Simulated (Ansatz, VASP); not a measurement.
# One calculation of Fe, two programs

```
CELL_PARAMETERS angstrom
-1.43290 1.43290 1.43290
1.43290 -1.43290 1.43290
1.43290 1.43290 -1.43290
ATOMIC_POSITIONS crystal
Fe 0.00000 0.00000 0.00000
```

Alike in both runs: task single point; functional PBE; k mesh 12 × 12 × 12; occupations fermi-dirac, width 0.1 eV; collinear spin.

|  | VASP | Ansatz |
| --- | --- | --- |
| version | VASP 6.6.1 | Ansatz 0.2.0 |
| potentials or method | VASP PAW PBE potentials, release 64 (Fe), cutoff 600 eV | PAW, plane waves, scalar-relativistic |
| valence electrons in the cell | 8 | 16 |

|  | VASP | Ansatz | Ansatz less VASP |
| --- | --- | --- | --- |
| pressure (GPa) | -6.0 | -5.9 | +0.11 |
| net moment per atom (μB) | 2.26 | 2.24 | -0.027 |
| size of the moment on the site where the two differ most (μB) | 2.27 | 2.29 | +0.024 |

Site moments also hang on the region over which each program counts them. VASP's potentials hold 8 valence electrons a cell and Ansatz's 16, so a difference there can come from the potentials and not from the codes. Ansatz's warnings: stability check not made.
